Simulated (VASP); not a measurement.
# MgO (P1) in VASP: notebook, part 2 of 2

VASP 6.6.1.

## 3. Single point, PBEsol (atom 6 (O) moved by -0.130 Å along [1 0 0] and -0.650 Å along [0 0 1])

File INCAR:

```
SYSTEM = MgO
  PREC = Accurate
  ENCUT = 520
  EDIFF = 1E-6
  ISMEAR = 0
  SIGMA = 0.05
  LREAL = .FALSE.
  LASPH = .TRUE.
  NELM = 100
  ALGO = Normal
  ISIF = 2
  LWAVE = .FALSE.
  LCHARG = .TRUE.
  GGA = PS
  LELF = .TRUE.
  LVHAR = .TRUE.
  NBANDS = 26
```

File KPOINTS:

```
Automatic mesh
0
G
  9 9 4
  0 0 0
```

File POSCAR:

```
MgO
1.0
    3.2553371795      0.0000000000      0.0000000000
   -1.6276685897      2.8192046953      0.0000000000
    0.0000000000      0.0000000000     10.4149514991
Mg O
4 4
Direct
    0.3333333333      0.6666666667      0.9695963559
    0.0000000000      0.0000000000      0.2209473890
    0.0000000000      0.0000000000      0.7209473890
    0.6666666667      0.3333333333      0.4695963559
    0.3333333333      0.6666666667      0.7799156657
   -0.0399344193      0.0000000000      0.4671284932
    0.0000000000      0.0000000000      0.0295387694
    0.6666666667      0.3333333333      0.2799156657
```

Potentials or basis: VASP PAW PBE potentials, release 64 (Mg, O).

Started as:

```sh
$ cat potpaw_PBE.64/Mg/POTCAR potpaw_PBE.64/O/POTCAR > POTCAR
$ mpirun -np 1 vasp_std > vasp.out
```

OUTCAR:

```text
SYSTEM = MgO
   PREC = Accurate
   ENCUT = 520
   EDIFF = 1E-6
   ISMEAR = 0
   LREAL = .FALSE.
   LASPH = .TRUE.
   NELM = 100
   ISIF = 2
   GGA = PS

 ion  position               nearest neighbor table
   1  0.333  0.667  0.970-   5 1.98   7 1.98   7 1.98   7 1.98   3 3.20   3 3.20   3 3.20   2 3.22
                             2 3.22   2 3.22
   2  0.000  0.000  0.221-   8 1.98   8 1.98   8 1.98   7 1.99   6 2.57   4 3.20   4 3.20   4 3.20
                             1 3.22   1 3.22   1 3.22
   3  0.000  0.000  0.721-   5 1.98   5 1.98   5 1.98   6 2.65   1 3.20   1 3.20   1 3.20   4 3.22
                             4 3.22   4 3.22
   4  0.667  0.333  0.470-   6 1.77   6 1.88   8 1.98   6 1.99   2 3.20   2 3.20   2 3.20   3 3.22
                             3 3.22   3 3.22
   5  0.333  0.667  0.780-   1 1.98   3 1.98   3 1.98   3 1.98
   6  0.960  0.000  0.467-   4 1.77   4 1.88   4 1.99   2 2.57   3 2.65
   7  0.000  0.000  0.030-   1 1.98   1 1.98   1 1.98   2 1.99
   8  0.667  0.333  0.280-   4 1.98   2 1.98   2 1.98   2 1.98

  LATTYP: Found a hexagonal cell.
 ALAT       =     3.2553371795
 C/A-ratio  =     3.1993464655

  Lattice vectors:

 A1 = (   3.2553371795,   0.0000000000,   0.0000000000)
 A2 = (  -1.6276685897,   2.8192046953,   0.0000000000)
 A3 = (   0.0000000000,   0.0000000000,  10.4149514991)

Analysis of symmetry for initial positions (statically):
=====================================================================
 Subroutine PRICEL returns:
 Original cell was already a primitive cell.

 Routine SETGRP: Setting up the symmetry group for a
 hexagonal supercell.

 Subroutine GETGRP returns: Found  1 space group operations
 (whereof  1 operations were pure point group operations)
 out of a pool of 24 trial point group operations.

The static configuration has the point symmetry C_1 .

Analysis of symmetry for dynamics (positions and initial velocities):
=====================================================================
 Subroutine PRICEL returns:
 Original cell was already a primitive cell.

 Routine SETGRP: Setting up the symmetry group for a
 hexagonal supercell.

 Subroutine GETGRP returns: Found  1 space group operations
 (whereof  1 operations were pure point group operations)
 out of a pool of 24 trial point group operations.

The dynamic configuration has the point symmetry C_1 .

 Subroutine INISYM returns: Found  1 space group operations
 (whereof  1 operations are pure point group operations),
 and found     1 'primitive' translations

----------------------------------------------------------------------------------------

                                     Primitive cell

  volume of cell :      95.5828

  direct lattice vectors                    reciprocal lattice vectors
     3.255337180  0.000000000  0.000000000     0.307187841  0.177354983  0.000000000
    -1.627668590  2.819204695  0.000000000     0.000000000  0.354709965  0.000000000
     0.000000000  0.000000000 10.414951499     0.000000000  0.000000000  0.096015810

  length of vectors
     3.255337180  3.255337179 10.414951499     0.354709965  0.354709965  0.096015810

  position of ions in fractional coordinates (direct lattice)
     0.333333333  0.666666667  0.969596356
     0.000000000  0.000000000  0.220947389
     0.000000000  0.000000000  0.720947389
     0.666666667  0.333333333  0.469596356
[... 44 lines left out ...]
  0.000000  0.000000  0.000000      1.000000
  0.111111  0.000000  0.000000      2.000000
  0.000000  0.111111  0.000000      2.000000
 -0.111111  0.111111  0.000000      2.000000
  0.222222 -0.000000  0.000000      2.000000
  0.000000  0.222222  0.000000      2.000000
[... 16 lines left out ...]
  0.333333  0.111111  0.000000      2.000000
 -0.111111  0.444444  0.000000      2.000000
 [... further k-points ...]
   k-points           NKPTS =    163   k-points in BZ     NKDIM =    163   number of bands    NBANDS=     26
   number of dos      NEDOS =    301   number of ions     NIONS =      8
   total plane-waves  NPLWV =  46080
   dimension x,y,z NGX =    24 NGY =   24 NGZ =   80
   dimension x,y,z NGXF=    48 NGYF=   48 NGZF=  160
   ions per type =               4   4
   NGX,Y,Z   is equivalent  to a cutoff of  12.26, 12.26, 12.77 a.u.
   NGXF,Y,Z  is equivalent  to a cutoff of  24.51, 24.51, 25.54 a.u.
 SYSTEM =  MgO
   PREC   = accura    normal or accurate (medium, high low for compatibility)
   ISTART =      0    job   : 0-new  1-cont  2-samecut
   ICHARG =      2    charge: 1-file 2-atom 10-const
   ISPIN  =      1    spin polarized calculation?
   LNONCOLLINEAR =      F non collinear calculations
   LSORBIT =      F    spin-orbit coupling
   LASPH  =      T    aspherical Exc in radial PAW
   ENCUT  =  520.0 eV  38.22 Ry    6.18 a.u.   6.05  6.05 19.36*2*pi/ulx,y,z
   NELM   =    100;   NELMIN=  2; NELMDL= -5     # of ELM steps
   EDIFF  = 0.1E-05   stopping-criterion for ELM
   LREAL  =      F    real-space projection
   EDIFFG = 0.1E-04   stopping-criterion for IOM
   NSW    =      0    number of steps for IOM
   IBRION =     -1    ionic relax: 0-MD 1-quasi-New 2-CG
   NFREE  =      0    steps in history (QN), initial steepest desc. (CG)
   ISIF   =      2    stress and relaxation
   ISYM   =      2    0-nonsym 1-usesym 2-fastsym
   POTIM  = 0.5000    time-step for ionic-motion
   TEBEG  =    0.0;   TEEND  =   0.0 temperature during run
   PSTRESS=    0.0 pullay stress
   NELECT =      32.0000    total number of electrons
   NUPDOWN=      -1.0000    fix difference up-down
   EMIN   =  10.00;   EMAX   =-10.00  energy-range for DOS
   EFERMI =   0.00;   METHOD = LEGACY
   ISMEAR =     0;   SIGMA  =   0.05  broadening in eV -4-tet -1-fermi 0-gaus
   EFERMI_NEDOS =   21; number of points for ismear=-14 and -15
   IALGO  =     38    algorithm
   IMIX   =      4    mixing-type and parameters
     AMIX     =   0.40;   BMIX     =  1.00
     AMIX_MAG =   1.60;   BMIX_MAG =  1.00
  volume/ion in A,a.u.               =      11.95        80.63
  Fermi-wavevector in a.u.,A,eV,Ry     =   1.136750  2.148146 17.581449  1.292200
  Thomas-Fermi vector in A             =   2.273455
   LORBIT       =      0    0 simple, 1 ext, 2 COOP (PROOUT), +10 PAW based schemes
   GGA     = PS    functional components
   LHFCALC =     F    Hartree Fock is set to
   AEXX    =    0.0000 exact exchange contribution
   IVDW    =     0    specifies the selected vdW correction
   LEPSILON=     F    determine dielectric tensor
   LRPA    =     F    only Hartree local field effects (RPA)
 non-spin polarized calculation
 Gauss-broadening in eV      SIGMA  =   0.05
  energy-cutoff  :      520.00
  volume of cell :       95.58
 maximum number of plane-waves:      2616
   NGX = 13   NGY = 13   NGZ = 39

 number of electron      32.0000022 magnetization

 Free energy of the ion-electron system (eV)
  ---------------------------------------------------
  ext. energy  EPLUGINS =         0.00000000
  ---------------------------------------------------
  free energy    TOTEN  =       -47.06669740 eV

  energy without entropy =      -47.06669740  energy(sigma->0) =      -47.06669740

 E-fermi :   2.4710     XC(G=0):  -9.9503

 val. band max:        2.2065567020   @ k =   0.0000   0.0000   0.5000
 cond. band min:       3.1252836019   @ k =   0.0000   0.0000   0.0000
 fundamental gap:      0.9187268999
 Fermi energy:         2.4709505576

 k-point     1 :       0.0000    0.0000    0.0000
  band No.  band energies     occupation
      1     -16.2722      2.00000
      2     -14.8850      2.00000
      3     -14.7046      2.00000
      4     -13.0142      2.00000
      5      -3.1108      2.00000
      6      -1.1773      2.00000
[... 685 lines left out ...]
     25      12.9912      0.00000
     26      13.9878      0.00000

 [... further k-points ...]
[... 5 lines left out ...]
  --------------------------------------------------------------------------------------
  -------------------------------------------------------------------------------------
  Total        4.0529991      3.6617306     -0.9435291     -2.3007073     -0.0092234     -0.0419876
  in kB       67.9371384     61.3786212    -15.8156135    -38.5648908     -0.1546048     -0.7038038
  external PRESSURE =      37.8333820 kB  Pullay stress =       0.0000000 kB

 VOLUME and BASIS-vectors are now :
 -----------------------------------------------------------------------------
  energy-cutoff  :      520.00
  volume of cell :       95.58
      direct lattice vectors                 reciprocal lattice vectors
     3.255337180  0.000000000  0.000000000     0.307187841  0.177354983  0.000000000
    -1.627668590  2.819204695  0.000000000     0.000000000  0.354709965  0.000000000
     0.000000000  0.000000000 10.414951499     0.000000000  0.000000000  0.096015810

 POSITION                                       TOTAL-FORCE (eV/Angst)
 -----------------------------------------------------------------------------------
     -0.00000      1.87947     10.09830        -0.000288     -0.000096      1.112745
      0.00000      0.00000      2.30116        -0.019303     -0.000332      1.216598
      0.00000      0.00000      7.50863        -0.070705      0.000288      0.002221
      1.62767      0.93973      4.89082        -2.311095      0.563960     -2.577541
     -0.00000      1.87947      8.12278        -0.009474     -0.001783     -1.038358
      3.12534      0.00000      4.86512         2.509290     -0.571600      3.966766
      0.00000      0.00000      0.30764         0.000829     -0.000012     -1.126274
      1.62767      0.93973      2.91531        -0.099252      0.009576     -1.556156
 -----------------------------------------------------------------------------------
    total drift:                               -0.000040      0.000027      0.000640

  FREE ENERGIE OF THE ION-ELECTRON SYSTEM (eV)
  ---------------------------------------------------
  free  energy   TOTEN  =       -47.0666974044 eV

  energy  without entropy=      -47.0666974044  energy(sigma->0) =      -47.06669740
```

It took 9.9 min on 1 thread of Oxide Virtual Turin-like, shared host; peak memory 0.4 GiB.

Results:

```yaml
Free_energy: -47.0667 eV
Pressure: 3.8 GPa
Largest_force: 4.728 eV/Å
Band_gap_on_the_k_mesh: 0.92 eV, direct
```

Forces on the atoms (eV/Å):
```
Mg   0.000  0.000  1.113
Mg  -0.019  0.000  1.217
Mg  -0.071  0.000  0.002
Mg  -2.311  0.564 -2.578
O   -0.009 -0.002 -1.038
O    2.509 -0.572  3.967
O    0.001  0.000 -1.126
O   -0.099  0.010 -1.556
```

Caveat: the cell differs from its parent crystal (atom 6 (O) moved by -0.130 Å along [1 0 0] and -0.650 Å along [0 0 1]); the PAW data sets were made with another functional, which shifts forces and pressure a little. A k mesh can miss the band edges.
